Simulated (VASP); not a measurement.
# SnSe2 (P-1) in VASP: single point with PBE+D3(BJ)

Aim: the single point of SnSe2 with PBE+D3(BJ).

All numbers are computed with VASP 6.6.1; they aren't measurements. Logs are shortened: lines on timing, memory, paths and dates and some standing lists are left out, and cuts for length are marked.

**1. The cell of the first run**

The typed cell holds 12 atoms: a = 3.811 Å, b = 6.137 Å, c = 13.289 Å, α = 90.00°, β = 83.41°, γ = 90.00°.

**2. Single point, PBE+D3(BJ) (the part above a cut slid along it)**

Input file INCAR:

```
PREC = Accurate ; ENCUT = 520
EDIFF = 1E-7 ; ISMEAR = 0
SIGMA = 0.05 ; LREAL = F
LASPH = T ; NELM = 100
ALGO = Normal ; ISIF = 2
LWAVE = F ; LCHARG = F
GGA = PE ; IVDW = 12
NBANDS = 64 ; LUSENCCL = F
```

Input file KPOINTS:

```
Automatic mesh
0
Gamma
  7 5 2
```

Input file POSCAR:

```
SnSe2
1.0
    1.9054993908     -3.3004217586      0.0000000000
    0.0000000000      0.0000000000     -6.1370000000
   12.1951961010      5.2806748139      0.0000000000
Sn Se
4 8
Direct
   -0.3500000000      0.0000000000      0.8750000000
    0.4500000000      0.0000000000      0.1250000000
   -0.1500000000      0.0000000000      0.3750000000
    0.2500000000      0.0000000000      0.6250000000
    0.1166666667      0.7500000000      0.9583333333
   -0.0833333333      0.7500000000      0.2083333333
    0.3166666667      0.7500000000      0.4583333333
   -0.2833333333      0.7500000000      0.7083333333
   -0.0166666667      0.2500000000      0.0416666667
    0.3833333333      0.2500000000      0.2916666667
   -0.2166666667      0.2500000000      0.5416666667
    0.1833333333      0.2500000000      0.7916666667
```

Potentials or basis: VASP PAW PBE potentials, release 64 (Sn_d, Se).

The run is started by

```
> cat potpaw_PBE.64/Sn_d/POTCAR potpaw_PBE.64/Se/POTCAR > POTCAR
> mpirun -np 1 vasp_std > vasp.out
```

OUTCAR:

```text
PREC = Accurate
   ENCUT = 520
   EDIFF = 1E-7
   ISMEAR = 0
   LREAL = F
   LASPH = T
   NELM = 100
   ISIF = 2
   GGA = PE
   IVDW = 12
 IVDW          = 12

 ion  position               nearest neighbor table
   1  0.650  0.000  0.875-  12 2.68   5 2.68  12 2.68   5 2.68   8 2.68   9 3.09   2 3.32
   2  0.450  0.000  0.125-   9 2.68   6 2.68   9 2.68   6 2.68  10 2.68   5 3.09   1 3.32
   3  0.850  0.000  0.375-  10 2.68   7 2.68  10 2.68   7 2.68  11 2.68   6 2.68
   4  0.250  0.000  0.625-  11 2.68   8 2.68  11 2.68   8 2.68  12 2.68   7 2.68
   5  0.117  0.750  0.958-   1 2.68   1 2.68   2 3.09
   6  0.917  0.750  0.208-   2 2.68   2 2.68   3 2.68
   7  0.317  0.750  0.458-   3 2.68   3 2.68   4 2.68
   8  0.717  0.750  0.708-   4 2.68   4 2.68   1 2.68
   9  0.983  0.250  0.042-   2 2.68   2 2.68   1 3.09
  10  0.383  0.250  0.292-   3 2.68   3 2.68   2 2.68
  11  0.783  0.250  0.542-   4 2.68   4 2.68   3 2.68
  12  0.183  0.250  0.792-   1 2.68   1 2.68   4 2.68

  LATTYP: Found a simple monoclinic cell.
 ALAT       =     3.8109987816
 B/A-ratio  =     1.6103390087
 C/A-ratio  =     3.4871191549
 COS(beta)  =    -0.1147078669

  Lattice vectors:

 A1 = (   1.9054993908,  -3.3004217586,   0.0000000000)
 A2 = (   0.0000000000,   0.0000000000,   6.1370000000)
 A3 = ( -12.1951961010,  -5.2806748139,   0.0000000000)

Analysis of symmetry for initial positions (statically):
=====================================================================
 Subroutine PRICEL returns:
 Original cell was already a primitive cell.

 Routine SETGRP: Setting up the symmetry group for a
 simple monoclinic supercell.

 Subroutine GETGRP returns: Found  2 space group operations
 (whereof  1 operations were pure point group operations)
 out of a pool of  4 trial point group operations.

The static configuration has the point symmetry C_1 .
 The point group associated with its full space group is S_2 .

Analysis of symmetry for dynamics (positions and initial velocities):
=====================================================================
 Subroutine PRICEL returns:
 Original cell was already a primitive cell.

 Routine SETGRP: Setting up the symmetry group for a
 simple monoclinic supercell.

 Subroutine GETGRP returns: Found  2 space group operations
 (whereof  1 operations were pure point group operations)
 out of a pool of  4 trial point group operations.

The dynamic configuration has the point symmetry C_1 .
 The point group associated with its full space group is S_2 .

 Subroutine INISYM returns: Found  2 space group operations
 (whereof  1 operations are pure point group operations),
 and found     1 'primitive' translations

----------------------------------------------------------------------------------------

                                     Primitive cell

  volume of cell :     308.7624

  direct lattice vectors                    reciprocal lattice vectors
     1.905499391 -3.300421759  0.000000000     0.104959362 -0.242393263  0.000000000
     0.000000000  0.000000000 -6.137000000     0.000000000  0.000000000 -0.162946065
    12.195196101  5.280674814  0.000000000     0.065599601  0.037873947  0.000000000

  length of vectors
     3.810998782  6.137000000 13.289406850     0.264141935  0.162946065  0.075747895

  position of ions in fractional coordinates (direct lattice)
     0.650000000  0.000000000  0.875000000
     0.450000000  0.000000000  0.125000000
     0.850000000  0.000000000  0.375000000
     0.250000000  0.000000000  0.625000000
     0.116666667  0.750000000  0.958333333
     0.916666667  0.750000000  0.208333333
     0.316666667  0.750000000  0.458333333
     0.716666667  0.750000000  0.708333333
     0.983333333  0.250000000  0.041666667
     0.383333333  0.250000000  0.291666667
     0.783333333  0.250000000  0.541666667
     0.183333333  0.250000000  0.791666667

  ion indices of the primitive-cell ions
   primitive index   ion index
                 1           1
                 2           2
                 3           3
                 4           4
                 5           5
                 6           6
                 7           7
                 8           8
                 9           9
                10          10
                11          11
                12          12

----------------------------------------------------------------------------------------

 KPOINTS: Automatic mesh

Automatic generation of k-mesh.
 Grid dimensions read from file:
 generate k-points for:    7    5    2

 Generating k-lattice:

  Cartesian coordinates                     Fractional coordinates (reciprocal lattice)
     0.014994195 -0.034627609  0.000000000     0.142857143  0.000000000 -0.000000000
     0.000000000  0.000000000 -0.032589213     0.000000000  0.200000000  0.000000000
     0.032799801  0.018936974  0.000000000     0.000000000  0.000000000  0.500000000

  Length of vectors
     0.037734562  0.032589213  0.037873947

  Shift w.r.t. Gamma in fractional coordinates (k-lattice)
     0.000000000  0.000000000  0.000000000

 Subroutine IBZKPT returns following result:
 ===========================================

 Found     36 irreducible k-points:

 Following reciprocal coordinates:
            Coordinates               Weight
  0.000000  0.000000  0.000000      1.000000
  0.142857  0.000000  0.000000      2.000000
  0.285714  0.000000  0.000000      2.000000
  0.428571  0.000000  0.000000      2.000000
  0.000000  0.200000  0.000000      2.000000
  0.142857  0.200000  0.000000      2.000000
[... 16 lines left out ...]
  0.000000  0.200000  0.500000      2.000000
  0.142857  0.200000  0.500000      2.000000
 [... further k-points ...]
   k-points           NKPTS =     36   k-points in BZ     NKDIM =     36   number of bands    NBANDS=     64
   number of dos      NEDOS =    301   number of ions     NIONS =     12
   total plane-waves  NPLWV = 134400
   dimension x,y,z NGX =    28 NGY =   48 NGZ =  100
   dimension x,y,z NGXF=    56 NGYF=   96 NGZF=  200
   ions per type =               4   8
   NGX,Y,Z   is equivalent  to a cutoff of  12.21, 13.00, 12.51 a.u.
   NGXF,Y,Z  is equivalent  to a cutoff of  24.43, 26.01, 25.02 a.u.
 SYSTEM =  unknown system
   PREC   = accura    normal or accurate (medium, high low for compatibility)
   ISTART =      0    job   : 0-new  1-cont  2-samecut
   ICHARG =      2    charge: 1-file 2-atom 10-const
   ISPIN  =      1    spin polarized calculation?
   LNONCOLLINEAR =      F non collinear calculations
   LSORBIT =      F    spin-orbit coupling
   LASPH  =      T    aspherical Exc in radial PAW
   ENCUT  =  520.0 eV  38.22 Ry    6.18 a.u.   7.09 11.41 24.71*2*pi/ulx,y,z
   NELM   =    100;   NELMIN=  2; NELMDL= -5     # of ELM steps
   EDIFF  = 0.1E-06   stopping-criterion for ELM
   LREAL  =      F    real-space projection
   EDIFFG = 0.1E-05   stopping-criterion for IOM
   NSW    =      0    number of steps for IOM
   IBRION =     -1    ionic relax: 0-MD 1-quasi-New 2-CG
   NFREE  =      0    steps in history (QN), initial steepest desc. (CG)
   ISIF   =      2    stress and relaxation
   ISYM   =      2    0-nonsym 1-usesym 2-fastsym
   POTIM  = 0.5000    time-step for ionic-motion
   TEBEG  =    0.0;   TEEND  =   0.0 temperature during run
   PSTRESS=    0.0 pullay stress
   NELECT =     104.0000    total number of electrons
   NUPDOWN=      -1.0000    fix difference up-down
   EMIN   =  10.00;   EMAX   =-10.00  energy-range for DOS
   EFERMI =   0.00;   METHOD = LEGACY
   ISMEAR =     0;   SIGMA  =   0.05  broadening in eV -4-tet -1-fermi 0-gaus
   EFERMI_NEDOS =   21; number of points for ismear=-14 and -15
   IALGO  =     38    algorithm
   IMIX   =      4    mixing-type and parameters
     AMIX     =   0.40;   BMIX     =  1.00
     AMIX_MAG =   1.60;   BMIX_MAG =  1.00
  volume/ion in A,a.u.               =      25.73       173.64
  Fermi-wavevector in a.u.,A,eV,Ry     =   1.139054  2.152501 17.652812  1.297445
  Thomas-Fermi vector in A             =   2.275758
   LORBIT       =      0    0 simple, 1 ext, 2 COOP (PROOUT), +10 PAW based schemes
   GGA     = PE    functional components
   LHFCALC =     F    Hartree Fock is set to
   AEXX    =    0.0000 exact exchange contribution
   IVDW    =    12    specifies the selected vdW correction
   LEPSILON=     F    determine dielectric tensor
   LRPA    =     F    only Hartree local field effects (RPA)
 non-spin polarized calculation
 Gauss-broadening in eV      SIGMA  =   0.05
  energy-cutoff  :      520.00
  volume of cell :      308.76
 maximum number of plane-waves:      8341
   NGX = 15   NGY = 23   NGZ = 49

 number of electron     104.0000003 magnetization

 Free energy of the ion-electron system (eV)
  ---------------------------------------------------
  ext. energy  EPLUGINS =         0.00000000
  ---------------------------------------------------
  free energy    TOTEN  =       -45.49765312 eV

  energy without entropy =      -45.49098402  energy(sigma->0) =      -45.49431857

 E-fermi :   4.4910     XC(G=0):  -9.4748

 val. band max:        4.4872757535   @ k =   0.4286   0.2000   0.0000
 cond. band min:       4.4993499946   @ k =   0.2857   0.0000   0.0000
 fundamental gap:      0.0120742410
 Fermi energy:         4.4910214630

 k-point     1 :       0.0000    0.0000    0.0000
  band No.  band energies     occupation
      1     -17.1655      2.00000
      2     -17.1551      2.00000
      3     -17.0963      2.00000
      4     -17.0900      2.00000
      5     -17.0706      2.00000
      6     -17.0648      2.00000
[... 56 lines left out ...]
     63       9.1938      0.00000
     64       9.2630      0.00000

 k-point     2 :       0.1429    0.0000    0.0000
  band No.  band energies     occupation
      1     -17.1610      2.00000
      2     -17.1497      2.00000
      3     -17.0997      2.00000
      4     -17.0950      2.00000
      5     -17.0805      2.00000
      6     -17.0674      2.00000
[... 56 lines left out ...]
     63       9.2490      0.00000
     64       9.4444      0.00000

 k-point     3 :       0.2857    0.0000    0.0000
  band No.  band energies     occupation
      1     -17.1540      2.00000
      2     -17.1396      2.00000
      3     -17.1221      2.00000
      4     -17.1029      2.00000
      5     -17.0899      2.00000
      6     -17.0741      2.00000
[... 1396 lines left out ...]
     63       8.9791      0.00000
     64       9.4306      0.00000

 k-point    24 :       0.1429    0.2000    0.5000
  band No.  band energies     occupation
      1     -17.1611      2.00000
      2     -17.1496      2.00000
      3     -17.0998      2.00000
      4     -17.0953      2.00000
      5     -17.0804      2.00000
      6     -17.0675      2.00000
[... 56 lines left out ...]
     63       9.2403      0.00000
     64       9.4371      0.00000

 [... further k-points ...]

------------------------ aborting loop because EDIFF is reached ----------------------------------------

 Edisp (eV)   -4.31734

 E8    (eV) :    -1.8848

  FORCE on cell =-STRESS in cart. coord.  units (eV):
  Direction    XX          YY          ZZ          XY          YZ          ZX
  --------------------------------------------------------------------------------------
  -------------------------------------------------------------------------------------
  Total       5.91193     5.44867     7.39152     4.09729    -1.32217     1.49727
  in kB      30.67719    28.27333    38.35483    21.26096    -6.86075     7.76937
  external pressure =       32.44 kB  Pullay stress =        0.00 kB

 VOLUME and BASIS-vectors are now :
 -----------------------------------------------------------------------------
  energy-cutoff  :      520.00
  volume of cell :      308.76
      direct lattice vectors                 reciprocal lattice vectors
     1.905499391 -3.300421759  0.000000000     0.104959362 -0.242393263  0.000000000
     0.000000000  0.000000000 -6.137000000     0.000000000  0.000000000 -0.162946065
    12.195196101  5.280674814  0.000000000     0.065599601  0.037873947  0.000000000

 POSITION                                       TOTAL-FORCE (eV/Angst)
 -----------------------------------------------------------------------------------
     11.90937      2.47532      0.00000        -0.597061     -0.500618      0.116170
      2.38187     -0.82511      0.00000         0.597061      0.500618     -0.116170
      6.19287     -0.82511      0.00000         0.081227      0.063249     -0.056207
      8.09837      2.47532      0.00000        -0.081227     -0.063249      0.056207
     11.90937      4.67560     -4.60275         0.447511     -0.595538      0.661430
      4.28737     -1.92525     -4.60275         0.144515      0.128181      0.859224
      6.19287      1.37518     -4.60275         0.012239      0.018462      0.755262
     10.00387      1.37518     -4.60275         0.040532      0.007868      0.674969
      2.38187     -3.02539     -1.53425        -0.447511      0.595538     -0.661430
      4.28737      0.27504     -1.53425        -0.040532     -0.007868     -0.674969
      8.09837      0.27504     -1.53425        -0.012239     -0.018462     -0.755262
     10.00387      3.57546     -1.53425        -0.144515     -0.128181     -0.859224
 -----------------------------------------------------------------------------------
    total drift:                                0.000014     -0.000054      0.000001

  FREE ENERGIE OF THE ION-ELECTRON SYSTEM (eV)
  ---------------------------------------------------
  free  energy   TOTEN  =       -49.8149947514 eV

  energy  without entropy=      -49.8083256598  energy(sigma->0) =      -49.81166021
```

Run time: 74 s. Hardware: 1 × NVIDIA H100 80GB with 1 thread of Intel Xeon Platinum 8481C at 2.70GHz (Sapphire Rapids), shared host; peak memory 1.6 GiB.

What came out:

```yaml
Free_energy: -49.8150 eV
Pressure: 3.2 GPa
Largest_force: 0.996 eV/Å
Band_gap_on_the_k_mesh: zero (bands 52 and 53 overlap by 0.23 eV)
Dispersion_energy_per_atom: -0.360 eV
```

Forces in eV/Å, atoms in the order of the input:
```
Sn  -0.597 -0.501  0.116
Sn   0.597  0.501 -0.116
Sn   0.081  0.063 -0.056
Sn  -0.081 -0.063  0.056
Se   0.448 -0.596  0.661
Se   0.145  0.128  0.859
Se   0.012  0.018  0.755
Se   0.041  0.008  0.675
Se  -0.448  0.596 -0.661
Se  -0.041 -0.008 -0.675
Se  -0.012 -0.018 -0.755
Se  -0.145 -0.128 -0.859
```

Caveat: the cell differs from its parent crystal (the part above a cut slid along it); the cell stands under pressure; semilocal functionals underestimate gaps, and a narrow one can read as zero; spin-orbit coupling is left out, which moves the levels of the heavy elements.
